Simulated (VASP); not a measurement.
# Ge (P4_32_12) in VASP: settings compared, part 2 of 3

VASP 6.6.1. Earlier steps stand in the parts before.

## 3. Single point, LDA

This run uses another cell than the first one, of 19.87 Å³/atom.

The input, INCAR:

```
ALGO = Normal
EDIFF = 1E-7
ENCUT = 520
ISIF = 2
ISMEAR = -1
LASPH = True
LCHARG = False
LREAL = False
LWAVE = False
NBANDS = 96
NELM = 60
PREC = Accurate
SIGMA = 0.05
```

The input, KPOINTS:

```
k-points
0
Gamma
  5 5 4
```

The input, POSCAR:

```
Ge
1.0
    5.8788691438      0.0000000000      0.0000000000
    0.0000000000      5.8788691438      0.0000000000
    0.0000000000      0.0000000000      6.8995032296
Ge
12
Direct
    0.3701701801      0.1720020291      0.7439090915
    0.3279979709      0.8701701801      0.4939090915
    0.6298298199      0.8279979709      0.2439090915
    0.6720020291      0.1298298199     -0.0060909085
    0.8701701801      0.3279979709      0.5060909085
    0.8279979709      0.6298298199      0.7560909085
    0.1298298199      0.6720020291      0.0060909085
    0.1720020291      0.3701701801      0.2560909085
    0.5881886052      0.4118113948      0.2500000000
    0.9118113948      0.9118113948      0.5000000000
    0.4118113948      0.5881886052      0.7500000000
    0.0881886052      0.0881886052      0.0000000000
```

Potentials or basis: VASP PAW LDA potentials, release 64 (Ge_d).

Launch:

```
$ cat potpaw_LDA.64/Ge_d/POTCAR > POTCAR
$ mpirun -np 1 vasp_std > vasp.out
```

OUTCAR:

```text
EDIFF = 1E-7
   ENCUT = 520
   ISIF = 2
   ISMEAR = -1
   LASPH = True
   LREAL = False
   NELM = 60
   PREC = Accurate

 ion  position               nearest neighbor table
   1  0.370  0.172  0.744-  11 2.46  12 2.47   2 2.49   4 2.49
   2  0.328  0.870  0.494-  10 2.46  11 2.47   1 2.49   3 2.49
   3  0.630  0.828  0.244-   9 2.46  10 2.47   2 2.49   4 2.49
   4  0.672  0.130  0.994-  12 2.46   9 2.47   1 2.49   3 2.49
   5  0.870  0.328  0.506-  10 2.46   9 2.47   6 2.49   8 2.49
   6  0.828  0.630  0.756-  11 2.46  10 2.47   5 2.49   7 2.49
   7  0.130  0.672  0.006-  12 2.46  11 2.47   6 2.49   8 2.49
   8  0.172  0.370  0.256-   9 2.46  12 2.47   5 2.49   7 2.49
   9  0.588  0.412  0.250-   3 2.46   8 2.46   5 2.47   4 2.47
  10  0.912  0.912  0.500-   2 2.46   5 2.46   3 2.47   6 2.47
  11  0.412  0.588  0.750-   1 2.46   6 2.46   2 2.47   7 2.47
  12  0.088  0.088  0.000-   4 2.46   7 2.46   1 2.47   8 2.47

  LATTYP: Found a simple tetragonal cell.
 ALAT       =     5.8788691438
 C/A-ratio  =     1.1736106147

  Lattice vectors:

 A1 = (   5.8788691438,   0.0000000000,   0.0000000000)
 A2 = (   0.0000000000,   5.8788691438,   0.0000000000)
 A3 = (   0.0000000000,   0.0000000000,   6.8995032296)

Analysis of symmetry for initial positions (statically):
=====================================================================
 Subroutine PRICEL returns:
 Original cell was already a primitive cell.

 Routine SETGRP: Setting up the symmetry group for a
 simple tetragonal supercell.

 Subroutine GETGRP returns: Found  8 space group operations
 (whereof  2 operations were pure point group operations)
 out of a pool of 16 trial point group operations.

The static configuration has the point symmetry C_2 .
 The point group associated with its full space group is D_4 .

[... 152 lines left out ...]
   LHFCALC =     F    Hartree Fock is set to
   AEXX    =    0.0000 exact exchange contribution
   IVDW    =     0    specifies the selected vdW correction
   LEPSILON=     F    determine dielectric tensor
   LRPA    =     F    only Hartree local field effects (RPA)
 non-spin polarized calculation
  energy-cutoff  :      520.00
  volume of cell :      238.45
 maximum number of plane-waves:      6444
 NGX is ok and might be reduce to    48
   NGX = 21   NGY = 21   NGZ = 25

 number of electron     167.9999858 magnetization

 Free energy of the ion-electron system (eV)
  ---------------------------------------------------
  ext. energy  EPLUGINS =         0.00000000
  ---------------------------------------------------
  free energy    TOTEN  =       -60.92023167 eV

  energy without entropy =      -60.92004327  energy(sigma->0) =      -60.92013747

 E-fermi :   5.6471     XC(G=0): -11.1024

 val. band max:        5.3155892692   @ k =   0.4000   0.4000   0.0000
 cond. band min:       5.9844726326   @ k =   0.4000   0.0000   0.5000
 fundamental gap:      0.6688833634
 Fermi energy:         5.6471011262

 k-point     1 :       0.0000    0.0000    0.0000
  band No.  band energies     occupation
      1     -19.1311      2.00000
      2     -19.1005      2.00000
      3     -19.1005      2.00000
      4     -19.0787      2.00000
      5     -19.0787      2.00000
      6     -19.0772      2.00000
[... 1771 lines left out ...]
     95       9.3523      0.00000
     96       9.3523      0.00000

------------------------ aborting loop because EDIFF is reached ----------------------------------------

  FORCE on cell =-STRESS in cart. coord.  units (eV):
  Direction    XX          YY          ZZ          XY          YZ          ZX
  --------------------------------------------------------------------------------------
  -------------------------------------------------------------------------------------
  Total        0.2078612      0.2078612      0.1792783      0.0000000      0.0000000      0.0000000
  in kB        1.3966209      1.3966209      1.2045725      0.0000000      0.0000000      0.0000000
  external PRESSURE =       1.3326048 kB  Pullay stress =       0.0000000 kB

 VOLUME and BASIS-vectors are now :
 -----------------------------------------------------------------------------
  energy-cutoff  :      520.00
  volume of cell :      238.45
      direct lattice vectors                 reciprocal lattice vectors
     5.878869144  0.000000000  0.000000000     0.170100741  0.000000000  0.000000000
     0.000000000  5.878869144  0.000000000     0.000000000  0.170100741  0.000000000
     0.000000000  0.000000000  6.899503230     0.000000000  0.000000000  0.144937971

 POSITION                                       TOTAL-FORCE (eV/Angst)
 -----------------------------------------------------------------------------------
      2.17618      1.01118      5.13260        -0.002649      0.001417     -0.006642
      1.92826      5.11562      3.40773        -0.001417     -0.002649     -0.006642
      3.70269      4.86769      1.68285         0.002649     -0.001417     -0.006642
      3.95061      0.76325      6.85748         0.001417      0.002649     -0.006642
      5.11562      1.92826      3.49178        -0.002649     -0.001417      0.006642
      4.86769      3.70269      5.21665        -0.001417      0.002649      0.006642
      0.76325      3.95061      0.04202         0.002649      0.001417      0.006642
      1.01118      2.17618      1.76690         0.001417     -0.002649      0.006642
      3.45788      2.42099      1.72488        -0.000770      0.000770     -0.000000
      5.36042      5.36042      3.44975         0.000770      0.000770     -0.000000
      2.42099      3.45788      5.17463         0.000770     -0.000770     -0.000000
      0.51845      0.51845      0.00000        -0.000770     -0.000770     -0.000000
 -----------------------------------------------------------------------------------
    total drift:                               -0.000000      0.000000      0.000000

  FREE ENERGIE OF THE ION-ELECTRON SYSTEM (eV)
  ---------------------------------------------------
  free  energy   TOTEN  =       -60.9202316747 eV

  energy  without entropy=      -60.9200432667  energy(sigma->0) =      -60.92013747
```

It took 9.1 min on 1 thread of AMD EPYC 7R43 (Zen 3), shared host; peak memory 0.39 GiB.

Results:

| Item | Value |
| --- | --- |
| Free energy | -60.9202 eV |
| Pressure | 0.1 GPa |
| Largest force | 0.007 eV/Å |
| Band gap on the k mesh | 0.67 eV (least direct gap 0.77 eV) |

Forces in eV/Å, atoms in the order of the input:
```
Ge  -0.003  0.001 -0.007
Ge  -0.001 -0.003 -0.007
Ge   0.003 -0.001 -0.007
Ge   0.001  0.003 -0.007
Ge  -0.003 -0.001  0.007
Ge  -0.001  0.003  0.007
Ge   0.003  0.001  0.007
Ge   0.001 -0.003  0.007
Ge  -0.001  0.001  0.000
Ge   0.001  0.001  0.000
Ge   0.001 -0.001  0.000
Ge  -0.001 -0.001  0.000
```

Levels at points of the mesh, in eV from the valence-band top:
| k point | band 81 | band 82 | band 83 | band 84 | band 85 | band 86 | band 87 | band 88 |
| --- | --- | --- | --- | --- | --- | --- | --- | --- |
| (0.00, 0.00, 0.00) | -1.04 | -0.99 | -0.99 | -0.18 | 1.47 | 1.71 | 1.71 | 2.56 |
| (0.00, 0.00, 0.50) | -1.18 | -1.18 | -0.72 | -0.72 | 0.86 | 0.86 | 1.51 | 1.51 |

Caveat: an odd mesh through Γ misses points on the zone boundary, where band edges can lie.

## 4. Single point, PBEsol+D3(BJ)

This run uses another cell than the first one, of 19.65 Å³/atom.

The input, INCAR:

```
PREC = Accurate ; ENCUT = 500
EDIFF = 1E-6 ; ISMEAR = -1
SIGMA = 0.05 ; LREAL = False
LASPH = True ; NELM = 120
ALGO = Normal ; ISIF = 2
LWAVE = False ; LCHARG = True
GGA = PS ; IVDW = 12
LELF = True ; LVHAR = True
NBANDS = 96 ; GGA_COMPAT = False
```

The input, KPOINTS:

```
Automatic mesh
0
Gamma
  5 5 4
```

The input, POSCAR:

```
Ge
1.0
    5.8744762455      0.0000000000      0.0000000000
    0.0000000000      5.8744762455      0.0000000000
    0.0000000000      0.0000000000      6.8328901689
Ge
12
Direct
    0.3684787693      0.1737682535      0.7366745192
    0.3262317465      0.8684787693      0.4866745192
    0.6315212307      0.8262317465      0.2366745192
    0.6737682535      0.1315212307     -0.0133254808
    0.8684787693      0.3262317465      0.5133254808
    0.8262317465      0.6315212307      0.7633254808
    0.1315212307      0.6737682535      0.0133254808
    0.1737682535      0.3684787693      0.2633254808
    0.5907567714      0.4092432286      0.2500000000
    0.9092432286      0.9092432286      0.5000000000
    0.4092432286      0.5907567714      0.7500000000
    0.0907567714      0.0907567714      0.0000000000
```

Potentials or basis: VASP PAW PBE potentials, release 64 (Ge_d).

Launch:

```
$ cat potpaw_PBE.64/Ge_d/POTCAR > POTCAR
$ mpirun -np 1 vasp_std > vasp.out
```

Wall time 7.9 min (1 thread of AMD EPYC 7R13 (Zen 3), shared host); peak memory 0.44 GiB.

It converged, with:

```yaml
Free_energy: -61.5580 eV
Pressure: -0.3 GPa
Largest_force: 0.006 eV/Å
Band_gap_on_the_k_mesh: 0.56 eV (least direct gap 0.76 eV)
Dispersion_energy_per_atom: -0.313 eV
```

Forces on the atoms (eV/Å):
```
Ge  -0.001  0.006  0.000
Ge  -0.006 -0.001  0.000
Ge   0.001 -0.006  0.000
Ge   0.006  0.001  0.000
Ge  -0.001 -0.006  0.000
Ge  -0.006  0.001  0.000
Ge   0.001  0.006  0.000
Ge   0.006 -0.001  0.000
Ge  -0.003  0.003  0.000
Ge   0.003  0.003  0.000
Ge   0.003 -0.003  0.000
Ge  -0.003 -0.003  0.000
```

Levels at points of the mesh, in eV from the valence-band top:
```tsv
k point	band 80	band 81	band 82	band 83	band 84	band 85	band 86	band 87	band 88	band 89
(0.00, 0.00, 0.00)	-1.76	-1.15	-1.10	-1.10	-0.20	1.39	1.64	1.64	2.40	3.19
(0.00, 0.00, 0.50)	-2.09	-1.26	-1.26	-0.78	-0.78	0.79	0.79	1.32	1.32	3.54
```

Caveat: three body term missing; the PAW data sets were made with another functional, which shifts forces and pressure a little; an odd mesh through Γ misses points on the zone boundary, where band edges can lie.

(Continued in part 3 of 3.)
